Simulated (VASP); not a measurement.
A run of VASP 6.6.1 is set up as follows.

The input INCAR:

```
PREC     = Accurate       # precision mode
ENCUT    = 520            # plane-wave cutoff, eV
EDIFF    = 1E-7           # SCF threshold, eV
ISMEAR   = 0              # smearing method
SIGMA    = 0.03           # smearing width, eV
LREAL    = False          # projectors in reciprocal space
LASPH    = True           # aspherical terms in the spheres
NELM     = 60             # most SCF steps
ALGO     = Normal         # electronic algorithm
ISIF     = 2              # what is computed and relaxed
LWAVE    = False          # write WAVECAR
LCHARG   = True           # write CHGCAR
GGA      = CA             # functional
LELF     = True           # ELF
LVHAR    = True         
NBANDS   = 16             # bands
```

Contents of KPOINTS:

```
Automatic mesh
0
Gamma
  12 12 6
```

File POSCAR:

```
Si
1.0
    3.7054125847      0.0000000000      0.0000000000
   -1.8527062924      3.2089814298      0.0000000000
    0.0000000000      0.0000000000      6.6197195825
Si
4
Direct
    0.3333333333      0.6666666667      0.0391837161
    0.6666666667      0.3333333333      0.5391837161
    0.3333333333      0.6666666667      0.4608162839
    0.6666666667      0.3333333333      0.9608162839
```

Potentials or basis: VASP PAW LDA potentials, release 64 (Si).

Launch:

```console
$ cat potpaw_LDA.64/Si/POTCAR > POTCAR
$ mpirun -np 1 vasp_std > vasp.out
```

Task: What does it give for the band gap on the k mesh?

Result: Zero (bands 8 and 9 overlap by 0.44 eV).

Task: Estimate the largest force.

Result: 2.308 eV/Å.

Task: What does it give for the pressure?

Result: 7.0 GPa.

Stress tensor (GPa, compression positive):
```
 15.78   0.00   0.00
  0.00  15.78   0.00
  0.00   0.00 -10.53
```

Caveat: the cell stands under pressure; semilocal functionals underestimate gaps, so a narrow gap can read as zero; forces of over 1 eV/Å act on the atoms, so gaps and moduli don't describe the material at rest.
